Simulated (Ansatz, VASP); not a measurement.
TeW: VASP beside Ansatz

```
CELL_PARAMETERS angstrom
2.94519 0.00000 0.00000
-1.47260 2.55061 0.00000
0.00000 0.00000 5.72828
ATOMIC_POSITIONS crystal
Te 0.00000 0.00000 0.50000
W 0.00000 0.00000 0.00000
```

Alike in both runs: functional PBE; k mesh 6 × 6 × 5; occupations gaussian, width 0.2 eV; no spin polarisation.

Ansatz relaxed the structure, and its values are those at the end. VASP's run is a single point on that final structure, the one shown.

|  | VASP | Ansatz |
| --- | --- | --- |
| version | VASP 6.6.1 | Ansatz 0.2.0 |
| potentials or method | VASP PAW PBE potentials, release 64 (Te, W_sv), cutoff 520 eV | scalar-relativistic, plane waves, PAW |
| valence electrons in the cell | 20 | 30 |

```tsv
	VASP	Ansatz	Ansatz less VASP
gap on the k mesh at the Fermi level (eV)	none	none	-
pressure (GPa)	0.0	0.0	-0.02
```

A gap of «none» marks a metal or a gap that the smearing closes. With one functional, cell and mesh, what is left measures potentials, basis and numerics. VASP's potentials hold 20 valence electrons a cell and Ansatz's 30, so a difference there can come from the potentials and not from the codes.

The k mesh is coarse, so the values compare programs but aren't converged. Spin-orbit coupling is off throughout.
